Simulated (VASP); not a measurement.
# MgO (Fm-3m) in VASP: notebook

MgO is run at these levels: PBE, RPBE+D4; tasks: single point.

Program: VASP 6.6.1. These are calculated values, not measurements. Logs are shortened: lines on timing, memory, paths and dates and some standing lists are left out, and cuts for length are marked.

**1. The cell of the first run**

Symmetry: Fm-3m, No. 225, cubic system. The conventional cell has a = 4.194 Å, b = 4.194 Å, c = 4.194 Å, α = 90.00°, β = 90.00°, γ = 90.00°. Mg (site symmetry m-3m) has 6 O at 2.10 Å within 2.8 Å. Within 2.8 Å of O (site symmetry m-3m) lie 6 Mg at 2.10 Å.

**2. Single point, PBE**

Input file INCAR:

```
SYSTEM = MgO
PREC = Accurate ; ENCUT = 520
EDIFF = 1E-6 ; ISMEAR = 0
SIGMA = 0.020999999999999998 ; LREAL = .False.
LASPH = .True. ; NELM = 80
ALGO = Normal ; ISIF = 2
LWAVE = .False. ; LCHARG = .True.
GGA = PE ; LELF = .True.
LVHAR = .True. ; NBANDS = 11
```

Input file KPOINTS:

```
Automatic mesh
0
Gamma
  11 11 11
  0 0 0
```

Input file POSCAR:

```
MgO
1.0
    0.0000000000      2.0970013927      2.0970013927
    2.0970013927      0.0000000000      2.0970013927
    2.0970013927      2.0970013927      0.0000000000
Mg O
1 1
Direct
    0.0000000000      0.0000000000      0.0000000000
    0.5000000000      0.5000000000      0.5000000000
```

Potentials or basis: VASP PAW PBE potentials, release 64 (Mg, O).

On the command line:

```sh
cat potpaw_PBE.64/Mg/POTCAR potpaw_PBE.64/O/POTCAR > POTCAR
mpirun -np 1 vasp_std > vasp.out
```

OUTCAR:

```text
SYSTEM = MgO
   PREC = Accurate
   ENCUT = 520
   EDIFF = 1E-6
   ISMEAR = 0
   LREAL = .False.
   LASPH = .True.
   NELM = 80
   ISIF = 2
   GGA = PE

 ion  position               nearest neighbor table
   1  0.000  0.000  0.000-   2 2.10   2 2.10   2 2.10   2 2.10   2 2.10   2 2.10
   2  0.500  0.500  0.500-   1 2.10   1 2.10   1 2.10   1 2.10   1 2.10   1 2.10

  LATTYP: Found a face centered cubic cell.
 ALAT       =     4.1940027854

  Lattice vectors:

 A1 = (   0.0000000000,   2.0970013927,   2.0970013927)
 A2 = (   2.0970013927,   0.0000000000,   2.0970013927)
 A3 = (   2.0970013927,   2.0970013927,   0.0000000000)

Analysis of symmetry for initial positions (statically):
=====================================================================
 Subroutine PRICEL returns:
 Original cell was already a primitive cell.

 Routine SETGRP: Setting up the symmetry group for a
 face centered cubic supercell.

 Subroutine GETGRP returns: Found 48 space group operations
 (whereof 48 operations were pure point group operations)
 out of a pool of 48 trial point group operations.

The static configuration has the point symmetry O_h .

Analysis of symmetry for dynamics (positions and initial velocities):
=====================================================================
 Subroutine PRICEL returns:
 Original cell was already a primitive cell.

 Routine SETGRP: Setting up the symmetry group for a
 face centered cubic supercell.

 Subroutine GETGRP returns: Found 48 space group operations
 (whereof 48 operations were pure point group operations)
 out of a pool of 48 trial point group operations.

The dynamic configuration has the point symmetry O_h .

 Subroutine INISYM returns: Found 48 space group operations
 (whereof 48 operations are pure point group operations),
 and found     1 'primitive' translations

----------------------------------------------------------------------------------------

                                     Primitive cell

  volume of cell :      18.4428

  direct lattice vectors                    reciprocal lattice vectors
     0.000000000  2.097001393  2.097001393    -0.238435702  0.238435702  0.238435702
     2.097001393  0.000000000  2.097001393     0.238435702 -0.238435702  0.238435702
     2.097001393  2.097001393  0.000000000     0.238435702  0.238435702 -0.238435702

  length of vectors
     2.965607810  2.965607810  2.965607810     0.412982751  0.412982751  0.412982751

  position of ions in fractional coordinates (direct lattice)
     0.000000000  0.000000000  0.000000000
[... 88 lines left out ...]
   PSTRESS=    0.0 pullay stress
   NELECT =       8.0000    total number of electrons
   NUPDOWN=      -1.0000    fix difference up-down
   EMIN   =  10.00;   EMAX   =-10.00  energy-range for DOS
   EFERMI =   0.00;   METHOD = LEGACY
   ISMEAR =     0;   SIGMA  =   0.02  broadening in eV -4-tet -1-fermi 0-gaus
   EFERMI_NEDOS =   21; number of points for ismear=-14 and -15
   IALGO  =     38    algorithm
   IMIX   =      4    mixing-type and parameters
     AMIX     =   0.40;   BMIX     =  1.00
     AMIX_MAG =   1.60;   BMIX_MAG =  1.00
  volume/ion in A,a.u.               =       9.22        62.23
  Fermi-wavevector in a.u.,A,eV,Ry     =   1.239261  2.341864 20.895389  1.535768
  Thomas-Fermi vector in A             =   2.373752
   LORBIT       =      0    0 simple, 1 ext, 2 COOP (PROOUT), +10 PAW based schemes
   GGA     = PE    functional components
   LHFCALC =     F    Hartree Fock is set to
   AEXX    =    0.0000 exact exchange contribution
   IVDW    =     0    specifies the selected vdW correction
   LEPSILON=     F    determine dielectric tensor
   LRPA    =     F    only Hartree local field effects (RPA)
 non-spin polarized calculation
 Gauss-broadening in eV      SIGMA  =   0.02
  energy-cutoff  :      520.00
  volume of cell :       18.44
 maximum number of plane-waves:       531
 NGX is ok and might be reduce to    24
   NGX = 11   NGY = 11   NGZ = 11

 number of electron       8.0000004 magnetization

 Free energy of the ion-electron system (eV)
  ---------------------------------------------------
  ext. energy  EPLUGINS =         0.00000000
  ---------------------------------------------------
  free energy    TOTEN  =       -11.89769122 eV

  energy without entropy =      -11.89769122  energy(sigma->0) =      -11.89769122

 E-fermi :   3.4352     XC(G=0): -11.1399

 val. band max:        3.2844925301   @ k =   0.0000   0.0000   0.0000
 cond. band min:       8.1373565285   @ k =   0.0000   0.0000   0.0000
 fundamental gap:      4.8528639984
 Fermi energy:         3.4351719095

 k-point     1 :       0.0000    0.0000    0.0000
  band No.  band energies     occupation
      1     -14.0457      2.00000
      2       3.2845      2.00000
      3       3.2845      2.00000
      4       3.2845      2.00000
      5       8.1374      0.00000
      6      19.1572      0.00000
      7      19.1572      0.00000
      8      19.1572      0.00000
      9      23.1080      0.00000
     10      24.8974      0.00000
     11      24.8974      0.00000
[... 309 lines left out ...]
 k-point    24 :      -0.1818    0.1818    0.0000
  band No.  band energies     occupation
      1     -13.2441      2.00000
      2       0.4003      2.00000
      3       2.1552      2.00000
      4       2.9025      2.00000
      5      11.4462      0.00000
      6      15.4013      0.00000
      7      18.9006      0.00000
      8      21.3903      0.00000
      9      21.4227      0.00000
     10      24.6943      0.00000
     11      28.0453      0.00000

 [... further k-points ...]

------------------------ aborting loop because EDIFF is reached ----------------------------------------

  FORCE on cell =-STRESS in cart. coord.  units (eV):
  Direction    XX          YY          ZZ          XY          YZ          ZX
  --------------------------------------------------------------------------------------
  -------------------------------------------------------------------------------------
  Total        0.7113038      0.7113038      0.7113038      0.0000000      0.0000000      0.0000000
  in kB       61.7930425     61.7930425     61.7930425      0.0000000      0.0000000      0.0000000
  external PRESSURE =      61.7930425 kB  Pullay stress =       0.0000000 kB

 VOLUME and BASIS-vectors are now :
 -----------------------------------------------------------------------------
  energy-cutoff  :      520.00
  volume of cell :       18.44
      direct lattice vectors                 reciprocal lattice vectors
     0.000000000  2.097001393  2.097001393    -0.238435702  0.238435702  0.238435702
     2.097001393  0.000000000  2.097001393     0.238435702 -0.238435702  0.238435702
     2.097001393  2.097001393  0.000000000     0.238435702  0.238435702 -0.238435702

 POSITION                                       TOTAL-FORCE (eV/Angst)
 -----------------------------------------------------------------------------------
      0.00000      0.00000      0.00000         0.000000      0.000000      0.000000
      2.09700      2.09700      2.09700        -0.000000     -0.000000      0.000000
 -----------------------------------------------------------------------------------
    total drift:                               -0.000000     -0.000000      0.000000

  FREE ENERGIE OF THE ION-ELECTRON SYSTEM (eV)
  ---------------------------------------------------
  free  energy   TOTEN  =       -11.8976912185 eV

  energy  without entropy=      -11.8976912185  energy(sigma->0) =      -11.89769122
```

OSZICAR:

```text
N       E                     dE             d eps       ncg     rms          rms(c)
DAV:   1     0.132705419456E+02    0.13271E+02   -0.46555E+03  1392   0.651E+02
DAV:   2    -0.128753213555E+02   -0.26146E+02   -0.25571E+02  1427   0.133E+02
DAV:   3    -0.134593220006E+02   -0.58400E+00   -0.58366E+00  1483   0.173E+01
DAV:   4    -0.134606909654E+02   -0.13690E-02   -0.13689E-02  1352   0.948E-01
DAV:   5    -0.134606954174E+02   -0.44520E-05   -0.44520E-05  1445   0.525E-02    0.723E+00
DAV:   6    -0.119143360406E+02    0.15464E+01   -0.86964E+00  1280   0.163E+01    0.220E+00
DAV:   7    -0.119030976152E+02    0.11238E-01   -0.50267E-02  1346   0.206E+00    0.134E+00
DAV:   8    -0.118980003165E+02    0.50973E-02   -0.26241E-02  1283   0.183E+00    0.224E-01
DAV:   9    -0.118976841437E+02    0.31617E-03   -0.47876E-04  1421   0.154E-01    0.127E-01
DAV:  10    -0.118976896544E+02   -0.55106E-05   -0.42979E-04  1352   0.155E-01    0.822E-03
DAV:  11    -0.118976913640E+02   -0.17096E-05   -0.22446E-06  1439   0.126E-02    0.517E-03
DAV:  12    -0.118976912185E+02    0.14548E-06   -0.53614E-07   727   0.561E-03
   1 F= -.11897691E+02 E0= -.11897691E+02  d E =-.116796E-26
```

stdout:

```text
POSCAR found type information on POSCAR MgO
 POSCAR found :  2 types and       2 ions
 scaLAPACK will be used
 LDA part: xc-table for (Slater+PW92), standard interpolation
 POSCAR, INCAR and KPOINTS ok, starting setup
 FFT: planning ... GRIDC
 FFT: planning ... GRID_SOFT
 FFT: planning ... GRID
 WAVECAR not read
 entering main loop
```

Wall time 13 s (1 thread of Intel Xeon Platinum 8259CL at 2.50GHz (Skylake/Cascade Lake), shared host); peak memory 0.14 GiB.

What came out:

```
Free energy            : -11.8977 eV
Pressure               : 6.2 GPa
Band gap on the k mesh : 4.85 eV, direct
```

**3. Single point, RPBE+D4**

Input file INCAR:

```
SYSTEM = MgO
PREC     = Accurate       ! precision mode
ENCUT    = 520            ! plane-wave cutoff, eV
EDIFF    = 1E-7           ! SCF threshold, eV
ISMEAR   = 0              ! smearing method
SIGMA    = 0.1            ! smearing width, eV
LREAL    = .FALSE.        ! projectors in reciprocal space
LASPH    = .TRUE.         ! aspherical terms in the spheres
NELM     = 100            ! most SCF steps
ALGO     = Normal         ! electronic algorithm
ISIF     = 2              ! what is computed and relaxed
LWAVE    = .FALSE.        ! write WAVECAR
LCHARG   = .TRUE.         ! write CHGCAR
GGA      = RP             ! functional
IVDW     = 13             ! dispersion correction
LELF     = .TRUE.         ! ELF
LVHAR    = .TRUE.       
NBANDS   = 11             ! bands
```

Input file KPOINTS:

```
regular mesh
0
G
  11 11 11
  0 0 0
```

POSCAR is that of step 2.

Potentials or basis: VASP PAW PBE potentials, release 64 (Mg, O).

On the command line:

```sh
cat potpaw_PBE.64/Mg/POTCAR potpaw_PBE.64/O/POTCAR > POTCAR
mpirun -np 1 vasp_std > vasp.out
```

It took 16 s on 1 thread of Intel Xeon Platinum 8259CL at 2.50GHz (Skylake/Cascade Lake), shared host; peak memory 0.14 GiB.

It converged, with:

| Quantity | Value |
| --- | --- |
| Free energy | -11.9347 eV |
| Pressure | 3.3 GPa |
| Band gap on the k mesh | 4.95 eV, direct |
| Dispersion energy per atom | -0.366 eV |

Levels at points of the mesh, in eV from the valence-band top:
| k point | band 1 | band 2 | band 3 | band 4 | band 5 | band 6 | band 7 | band 8 | band 9 |
| --- | --- | --- | --- | --- | --- | --- | --- | --- | --- |
| (0.00, 0.00, 0.00) | -17.40 | 0.00 | 0.00 | 0.00 | 4.95 | 16.00 | 16.00 | 16.00 | 19.91 |

Caveat: the PAW data sets were made with another functional, which shifts forces and pressure a little. A hybrid or GW would open this gap; RPBE tends to underestimate it.

**4. Single point, PBE**

Input file INCAR:

```
  PREC = Accurate
  ENCUT = 520
  EDIFF = 1E-6
  ISMEAR = 0
  SIGMA = 0.025
  LREAL = F
  LASPH = T
  NELM = 60
  ALGO = Normal
  ISIF = 2
  LWAVE = F
  LCHARG = T
  GGA = PE
  LELF = T
  LVHAR = T
  NBANDS = 11
```

Input file KPOINTS:

```
Automatic mesh
0
Gamma
  11 11 11
```

POSCAR is that of step 3.

Potentials or basis: VASP PAW PBE potentials, release 64 (Mg, O).

On the command line:

```sh
cat potpaw_PBE.64/Mg/POTCAR potpaw_PBE.64/O/POTCAR > POTCAR
mpirun -np 1 vasp_std > vasp.out
```

OUTCAR:

```text
PREC = Accurate
   ENCUT = 520
   EDIFF = 1E-6
   ISMEAR = 0
   LREAL = F
   LASPH = T
   NELM = 60
   ISIF = 2
   GGA = PE

 ion  position               nearest neighbor table
   1  0.000  0.000  0.000-   2 2.10   2 2.10   2 2.10   2 2.10   2 2.10   2 2.10
   2  0.500  0.500  0.500-   1 2.10   1 2.10   1 2.10   1 2.10   1 2.10   1 2.10

  LATTYP: Found a face centered cubic cell.
 ALAT       =     4.1940027854

  Lattice vectors:

 A1 = (   0.0000000000,   2.0970013927,   2.0970013927)
 A2 = (   2.0970013927,   0.0000000000,   2.0970013927)
 A3 = (   2.0970013927,   2.0970013927,   0.0000000000)

Analysis of symmetry for initial positions (statically):
=====================================================================
 Subroutine PRICEL returns:
 Original cell was already a primitive cell.

 Routine SETGRP: Setting up the symmetry group for a
 face centered cubic supercell.

 Subroutine GETGRP returns: Found 48 space group operations
 (whereof 48 operations were pure point group operations)
 out of a pool of 48 trial point group operations.

The static configuration has the point symmetry O_h .
[... 171 lines left out ...]
      1     -14.0457      2.00000
      2       3.2845      2.00000
      3       3.2845      2.00000
      4       3.2845      2.00000
      5       8.1374      0.00000
      6      19.1572      0.00000
      7      19.1572      0.00000
      8      19.1572      0.00000
      9      23.1080      0.00000
     10      24.8974      0.00000
     11      24.8974      0.00000
[... 309 lines left out ...]
 k-point    24 :      -0.1818    0.1818    0.0000
  band No.  band energies     occupation
      1     -13.2441      2.00000
      2       0.4003      2.00000
      3       2.1552      2.00000
      4       2.9025      2.00000
      5      11.4462      0.00000
      6      15.4013      0.00000
      7      18.9006      0.00000
      8      21.3903      0.00000
      9      21.4227      0.00000
     10      24.6943      0.00000
     11      28.0453      0.00000

 [... further k-points ...]

------------------------ aborting loop because EDIFF is reached ----------------------------------------

  FORCE on cell =-STRESS in cart. coord.  units (eV):
  Direction    XX          YY          ZZ          XY          YZ          ZX
  --------------------------------------------------------------------------------------
  -------------------------------------------------------------------------------------
  Total        0.7113038      0.7113038      0.7113038      0.0000000      0.0000000     -0.0000000
  in kB       61.7930426     61.7930426     61.7930426      0.0000000      0.0000000     -0.0000000
  external PRESSURE =      61.7930426 kB  Pullay stress =       0.0000000 kB

 VOLUME and BASIS-vectors are now :
 -----------------------------------------------------------------------------
  energy-cutoff  :      520.00
  volume of cell :       18.44
      direct lattice vectors                 reciprocal lattice vectors
     0.000000000  2.097001393  2.097001393    -0.238435702  0.238435702  0.238435702
     2.097001393  0.000000000  2.097001393     0.238435702 -0.238435702  0.238435702
     2.097001393  2.097001393  0.000000000     0.238435702  0.238435702 -0.238435702

 POSITION                                       TOTAL-FORCE (eV/Angst)
 -----------------------------------------------------------------------------------
      0.00000      0.00000      0.00000         0.000000      0.000000     -0.000000
      2.09700      2.09700      2.09700        -0.000000     -0.000000      0.000000
 -----------------------------------------------------------------------------------
    total drift:                               -0.000000     -0.000000      0.000000

  FREE ENERGIE OF THE ION-ELECTRON SYSTEM (eV)
  ---------------------------------------------------
  free  energy   TOTEN  =       -11.8976912185 eV

  energy  without entropy=      -11.8976912185  energy(sigma->0) =      -11.89769122
```

OSZICAR:

```text
N       E                     dE             d eps       ncg     rms          rms(c)
DAV:   1     0.132705405138E+02    0.13271E+02   -0.46555E+03  1392   0.651E+02
DAV:   2    -0.128753213555E+02   -0.26146E+02   -0.25570E+02  1427   0.133E+02
DAV:   3    -0.134593220006E+02   -0.58400E+00   -0.58366E+00  1483   0.173E+01
DAV:   4    -0.134606909654E+02   -0.13690E-02   -0.13689E-02  1352   0.948E-01
DAV:   5    -0.134606954174E+02   -0.44520E-05   -0.44520E-05  1445   0.525E-02    0.723E+00
DAV:   6    -0.119143360405E+02    0.15464E+01   -0.86964E+00  1280   0.163E+01    0.220E+00
DAV:   7    -0.119030976152E+02    0.11238E-01   -0.50267E-02  1346   0.206E+00    0.134E+00
DAV:   8    -0.118980003165E+02    0.50973E-02   -0.26241E-02  1283   0.183E+00    0.224E-01
DAV:   9    -0.118976841437E+02    0.31617E-03   -0.47876E-04  1421   0.154E-01    0.127E-01
DAV:  10    -0.118976896544E+02   -0.55107E-05   -0.42979E-04  1352   0.155E-01    0.822E-03
DAV:  11    -0.118976913640E+02   -0.17096E-05   -0.22446E-06  1439   0.126E-02    0.517E-03
DAV:  12    -0.118976912185E+02    0.14548E-06   -0.53614E-07   727   0.561E-03
   1 F= -.11897691E+02 E0= -.11897691E+02  d E =-.531724E-20
```

It took 13 s on 1 thread of Intel Xeon Platinum 8259CL at 2.50GHz (Skylake/Cascade Lake), shared host; peak memory 0.14 GiB.

Results:

| Item | Value |
| --- | --- |
| Free energy | -11.8977 eV |
| Pressure | 6.2 GPa |
| Band gap on the k mesh | 4.85 eV, direct |

**5. The runs side by side**

```tsv
level	smearing	gap on the mesh (eV)	pressure (GPa)
PBE	gaussian 0.021 eV	4.85	6.2
RPBE+D4	gaussian 0.1 eV	4.95	3.3
PBE	gaussian 0.025 eV	4.85	6.2
```

Alike in all rows: task single point; potentials or basis VASP PAW PBE potentials, release 64 (Mg, O); no spin polarisation; cell as given; k mesh 11 × 11 × 11; cutoff (eV) 520.

On the cell as given the gap runs from 4.85 eV (PBE) to 4.95 eV (RPBE+D4). The pressure there spans 3.3 GPa (RPBE+D4) to 6.2 GPa (PBE); a positive pressure means that this level wants a larger cell, a negative one a smaller.

Caveats: the PAW data sets were made with another functional, which shifts forces and pressure a little (some runs).

Absolute energies hang on the potentials; compare differences alone.
